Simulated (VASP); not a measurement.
# TiH3: single point with PBE

The system is TiH3.

```
Ti H
1.0
     3.16550    0.00000    0.00000
    -1.58275    2.74140    0.00000
     0.00000    0.00000    5.58508
Ti H
2 6
Direct
  0.33333 0.66667 0.25000
  0.66667 0.33333 0.75000
  0.33333 0.66667 0.59397
  0.33333 0.66667 0.90603
  0.66667 0.33333 0.40603
  0.66667 0.33333 0.09397
  0.00000 0.00000 0.25000
  0.00000 0.00000 0.75000
```

- Program: VASP 6.6.1
- Task: single point
- Functional: PBE
- Potentials or basis: VASP PAW PBE potentials, release 64 (Ti_sv, H)
- Cutoff: 520 eV
- k mesh: 6 × 6 × 4
- Occupations: gaussian, width 0.2 eV
- Spin: no spin polarisation

```
Pressure               : 0.0 GPa
Band gap on the k mesh : zero (bands 15 and 16 overlap by 1.11 eV)
```

Forces in eV/Å, atoms in the order of the input:
```
Ti   0.000  0.000  0.000
Ti   0.000  0.000  0.000
H    0.000  0.000 -0.002
H    0.000  0.000  0.002
H    0.000  0.000  0.002
H    0.000  0.000 -0.002
H    0.000  0.000  0.000
H    0.000  0.000  0.000
```

Levels at points of the mesh, in eV from the Fermi level:
```tsv
k point	band 13	band 14	band 15	band 16	band 17	band 18
(0.00, 0.00, 0.00)	-0.52	-0.52	-0.29	-0.29	0.70	0.70
(0.50, 0.00, 0.00)	-4.76	-4.45	-0.21	0.92	1.69	1.75
(0.00, 0.00, 0.50)	-0.50	-0.50	-0.50	-0.50	0.87	0.87
(0.50, 0.00, 0.50)	-4.76	-4.76	0.56	0.56	1.15	1.15
```

It took 14 s on 1 thread of AMD EPYC 9R45 96-Core Processor (Zen 5) (shared host), peak memory 0.13 GiB.

Caveat: the k points lie up to 0.38 Å⁻¹ apart, too coarse for converged energies and pressures of a metal.
